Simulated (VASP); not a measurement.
**Si8O15 (a cell with a defect): single point with PBEsol**

Si8O15 (a cell with a defect):

```
Si O
1.0
     0.00000    5.04620    4.49460
     4.09700    0.00000    4.49460
     4.09700    5.04620    0.00000
Si O
8 15
Direct
  0.35141 0.99260 0.88467
  0.29065 0.45230 0.05008
  0.81206 0.95529 0.04506
  0.18539 0.05236 0.45542
  0.69258 0.56122 0.44897
  0.76994 0.98351 0.55256
  0.26996 0.46515 0.56279
  0.68574 0.53829 0.97668
  0.38180 0.50872 0.23307
  0.26581 0.15369 0.61361
  0.35292 0.72570 0.52060
  0.45524 0.11464 0.14874
  0.07068 0.98457 0.31968
  0.23464 0.34187 0.88258
  0.12948 0.76683 0.97963
  0.02709 0.38967 0.35455
  0.89277 0.03239 0.72782
  0.75845 0.65753 0.11998
  0.84663 0.22282 0.02514
  0.58673 0.48858 0.78502
  0.73136 0.85000 0.37426
  0.62313 0.32120 0.46574
  0.91711 0.64090 0.68266
```

```
Program             : VASP 6.6.1
Task                : single point
Functional          : PBEsol
Potentials or basis : VASP PAW PBE potentials, release 64 (Si, O)
Cutoff              : 520 eV
k mesh              : 3 × 3 × 3
Occupations         : gaussian, width 0.02 eV
Spin                : no spin polarisation
```

```
Largest force : 2.827 eV/Å
```

Forces in eV/Å, atoms in the order of the input:
```
Si  -0.820  1.123  0.783
Si   0.183 -0.147 -0.191
Si   0.286  0.140  0.270
Si   0.134 -0.159 -0.096
Si   0.055 -0.163  0.036
Si   0.203  0.193 -0.306
Si  -0.190  0.176  0.030
Si   0.520 -0.597  0.050
O    0.386  0.025 -0.707
O    0.247 -0.070 -0.072
O    0.067 -0.275 -0.256
O    0.053 -0.257 -0.201
O    0.033 -0.145  0.003
O   -0.304  0.012 -0.057
O    0.038 -0.002  0.091
O    0.065 -0.190 -0.168
O    0.127 -0.132 -0.143
O    0.167 -0.240  0.230
O    0.400 -0.469 -0.224
O    0.409 -0.178  0.144
O    0.115 -0.034 -0.155
O    0.070 -0.136  0.152
O   -2.246  1.525  0.787
```

Levels at points of the mesh, in eV from the Fermi level:
| k point | band 59 | band 60 | band 61 | band 62 | band 63 | band 64 | band 65 | band 66 |
| --- | --- | --- | --- | --- | --- | --- | --- | --- |
| (0.00, 0.00, 0.00) | -4.42 | -4.24 | -4.06 | -0.32 | 1.35 | 1.97 | 2.58 | 3.58 |

Wall time 4 min on 1 thread of Intel(R) Xeon(R) 6975P-C (Granite Rapids) (shared host), peak memory 0.39 GiB.

Caveat: the cell carries a net charge on a neutralising background, which shifts energy and pressure; the cell is charged against a uniform background, so pressure and absolute levels hang on convention; the PAW data sets were made with another functional, which shifts forces and pressure a little.
